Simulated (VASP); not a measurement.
Set up this calculation in VASP 6.6.1, as the native input.

```yaml
Task: single point
Functional: PBE
Potentials_or_basis: VASP PAW PBE potentials, release 64 (Hf_pv, S)
Cutoff: 500 eV
k_mesh: 12 × 12 × 4
Occupations: gaussian, width 0.01 eV
Spin: no spin polarisation
Dipole_correction: no
Further_INCAR_settings: ALGO = Normal; EDIFF = 1e-06; NBANDS = 18
```

The structure of HfS2 lies in POSCAR:

```
HfS2
1.0
    3.6302450488      0.0000000000      0.0000000000
   -1.8151225244      3.1438844342      0.0000000000
    0.0000000000      0.0000000000      5.8787062851
Hf S
1 2
Direct
    0.0000000000      0.0000000000      0.0000000000
    0.6666666667      0.3333333333      0.7553800774
    0.3333333333      0.6666666667      0.2446199226
```

The input as run:

INCAR

```
SYSTEM = HfS2
PREC     = Accurate       ! precision mode
ENCUT    = 500            ! plane-wave cutoff, eV
EDIFF    = 1E-6           ! SCF threshold, eV
ISMEAR   = 0              ! smearing method
SIGMA    = 0.01           ! smearing width, eV
LREAL    = .False.        ! projectors in reciprocal space
LASPH    = .True.         ! aspherical terms in the spheres
NELM     = 120            ! most SCF steps
ALGO     = Normal         ! electronic algorithm
ISIF     = 2              ! what is computed and relaxed
LWAVE    = .False.        ! write WAVECAR
LCHARG   = .False.        ! write CHGCAR
GGA      = PE             ! functional
NBANDS   = 18             ! bands
GGA_COMPAT= .False.
```

KPOINTS

```
Automatic mesh
0
Gamma
  12 12 4
  0 0 0
```

Potentials or basis: VASP PAW PBE potentials, release 64 (Hf_pv, S).

Launch:

```bash
$ cat potpaw_PBE.64/Hf_pv/POTCAR potpaw_PBE.64/S/POTCAR > POTCAR
$ mpirun -np 1 vasp_std > vasp.out
```

Results of the run:

- Pressure: 1.5 GPa
- Largest force: 0.056 eV/Å
- Band gap on the k mesh: 1.05 eV, indirect (least direct gap 1.91 eV)

Caveat: spin-orbit coupling is left out, which moves the levels of the heavy elements; this functional lacks dispersion, which binds the layers, so the pressure and a relaxed spacing across them are unreliable.

Wall time 32 s on 1 thread of Intel(R) Xeon(R) 6975P-C (Granite Rapids), on a shared host, peak memory 0.23 GiB.
